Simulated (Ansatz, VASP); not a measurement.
# Two plane-wave programs on HfO2

INCAR

```
SYSTEM = HfO2
ALGO = Normal
EDIFF = 1E-6
ENCUT = 520
GGA = PE
ISIF = 2
ISMEAR = 0
LASPH = .TRUE.
LCHARG = .TRUE.
LELF = .TRUE.
LREAL = .FALSE.
LVHAR = .TRUE.
LWAVE = .FALSE.
NBANDS = 18
NELM = 80
PREC = Accurate
SIGMA = 0.05
```

File KPOINTS:

```
k-points
0
G
  8 8 8
  0 0 0
```

File POSCAR:

```
HfO2
1.0
    0.0000000000      2.5575000000      2.5575000000
    2.5575000000      0.0000000000      2.5575000000
    2.5575000000      2.5575000000      0.0000000000
Hf O
1 2
Direct
   -0.0025294003     -0.0025294003     -0.0025294003
    0.2641092441      0.2641092441      0.2641092441
    0.7641092441      0.7641092441      0.7641092441
```

Input for Ansatz:

```yaml
crystal:
  lattice:
    - [0.0, 2.5575, 2.5575]
    - [2.5575, 0.0, 2.5575]
    - [2.5575, 2.5575, 0.0]
  atoms:
    - { symbol: Hf, position: [-0.0025294003, -0.0025294003, -0.0025294003] }
    - { symbol: O, position: [0.2641092441, 0.2641092441, 0.2641092441] }
    - { symbol: O, position: [0.7641092441, 0.7641092441, 0.7641092441] }
basis:
  ecutwfc: 420
kpoints:
  mp_grid: { grid: [8, 8, 8] }
hamiltonian:
  xc: pbe
scf:
  occupations: { method: gaussian, width: 0.05 }
output:
  forces: true
  stress: true
  eigenvalues: true
```

Change from the starting cell: mode 4 (205.5 1/cm) frozen in, largest displacement +0.125 Å.

Alike in both runs: task single point; functional PBE; k mesh 8 × 8 × 8; occupations gaussian, width 0.05 eV; no spin polarisation.

```csv
,VASP,Ansatz
version,VASP 6.6.1,Ansatz 0.2.0
potentials or method,"VASP PAW PBE potentials, release 64 (Hf_pv, O), cutoff 520 eV","scalar-relativistic, plane waves, PAW"
valence electrons in the cell,22,38
```

```tsv
	VASP	Ansatz	Ansatz less VASP
gap on the k mesh at the Fermi level (eV)	3.79	3.79	+0.002
least direct gap on the mesh (eV)	3.79	3.79	+0.002
pressure (GPa)	-3.7	-0.3	+3.46
traceless stress, the component that is largest in VASP (GPa)	1.26	1.26	+0.009
rms of the force components (eV/Å)	0.325	0.342	+0.0171
```

Atom by atom the forces differ by 0.018 eV/Å (rms over components). The functional is the same, so the differences come from potentials, cutoffs and numerics. VASP's potentials hold 22 valence electrons a cell and Ansatz's 38, so a difference there can come from the potentials and not from the codes.

Neither program's run includes spin-orbit coupling.
